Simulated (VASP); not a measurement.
Wanted: the native input for a VASP 6.6.1 run.

- Task: single point
- Functional: PBE
- Potentials or basis: VASP PAW PBE potentials, release 64 (Ag, Br)
- Cutoff: 500 eV
- k mesh: 10 × 10 × 10
- Occupations: gaussian, width 0.1 eV
- Spin: no spin polarisation
- Dipole correction: no
- Further INCAR settings: ALGO = Normal; EDIFF = 1e-06; NBANDS = 36

The structure of AgBr lies in POSCAR:

```
AgBr
1.0
    0.0000000000      2.9208001266     -2.9208001266
    5.8416002533      0.0000000000      0.0000000000
   -2.9208001266     -5.8416002533     -2.9208001266
Ag Br
3 3
Direct
    1.0000000000      0.0000000000      1.0000000000
    0.3333333333      0.3333333333      0.6666666667
    0.6666666667      0.6666666667      0.3333333333
    0.0000000000      0.5000000000      0.0000000000
    0.3333333333      0.8333333333      0.6666666667
    0.6666666667      0.1666666667      0.3333333333
```

The input as run:

INCAR

```
ALGO = Normal ; EDIFF = 1E-6
ENCUT = 500 ; GGA = PE
GGA_COMPAT = F ; ISIF = 2
ISMEAR = 0 ; LASPH = T
LCHARG = F ; LREAL = F
LWAVE = F ; NBANDS = 36
NELM = 120 ; PREC = Accurate
SIGMA = 0.1
```

KPOINTS

```
k-points
0
Gamma
  10 10 10
```

Potentials or basis: VASP PAW PBE potentials, release 64 (Ag, Br).

Launch:

```sh
$ cat potpaw_PBE.64/Ag/POTCAR potpaw_PBE.64/Br/POTCAR > POTCAR
$ mpirun -np 1 vasp_std > vasp.out
```

Results of the run:

```
Pressure               : 0.0 GPa
Band gap on the k mesh : 0.69 eV
```

Wall time 6.6 min on 1 thread of AMD EPYC 9R45 96-Core Processor (Zen 5), with other jobs on the host, peak memory 0.73 GiB.
